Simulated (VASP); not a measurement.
A run of VASP 6.6.1:

The input POSCAR:

```
AlInSbN2
1.0
    2.9260235498      0.0000000000      0.0000000000
    0.0000000000      5.3577557151      0.0000000000
    0.0000000000      0.0000000000     11.0909331439
Al In Sb N
1 1 1 2
Direct
    0.0000000000      0.5000000000      0.4115864036
    0.0000000000      0.0000000000      0.5208190491
    0.0000000000      0.5000000000      0.6708871748
    0.0000000000      0.0000000000      0.1009482872
    0.0000000000      0.0000000000      1.0016067854
```

The input INCAR.step1:

```
PREC = Accurate ; ENCUT = 520
EDIFF = 1E-6 ; ISMEAR = 0
SIGMA = 0.1 ; LREAL = False
LASPH = True ; NELM = 60
ALGO = Normal ; ISIF = 2
LWAVE = False ; LCHARG = True
GGA = PE ; NBANDS = 24
```

The input KPOINTS.step1:

```
regular mesh
0
Gamma
  12 8 4
```

File INCAR.step2:

```
PREC = Accurate ; ENCUT = 520
EDIFF = 1E-6 ; ISMEAR = -5
SIGMA = 0.1 ; LREAL = False
LASPH = True ; NELM = 60
ALGO = Normal ; ISIF = 2
LWAVE = False ; LCHARG = False
GGA = PE ; LORBIT = 10
NBANDS = 24 ; NEDOS = 2001
ICHARG = 11
```

The input KPOINTS.step2:

```
regular mesh
0
Gamma
  18 12 6
```

Potentials or basis: VASP PAW PBE potentials, release 64 (Al, In_d, Sb, N).

Command:

```console
$ cat potpaw_PBE.64/Al/POTCAR potpaw_PBE.64/In_d/POTCAR potpaw_PBE.64/Sb/POTCAR potpaw_PBE.64/N/POTCAR > POTCAR
$ cp INCAR.step1 INCAR
$ cp KPOINTS.step1 KPOINTS
$ mpirun -np 1 vasp_std > vasp.out
$ cp INCAR.step2 INCAR
$ cp KPOINTS.step2 KPOINTS
$ mpirun -np 1 vasp_std > vasp.out
```

Hardware: 1 thread of Intel(R) Xeon(R) 6975P-C (Granite Rapids), with other jobs on the host.

Problem. How long does it take, and how much memory?

Solution. Wall time 7.1 min on 1 thread of Intel(R) Xeon(R) 6975P-C (Granite Rapids), on a shared host, peak memory 1.2 GiB. Counts: k points 280.
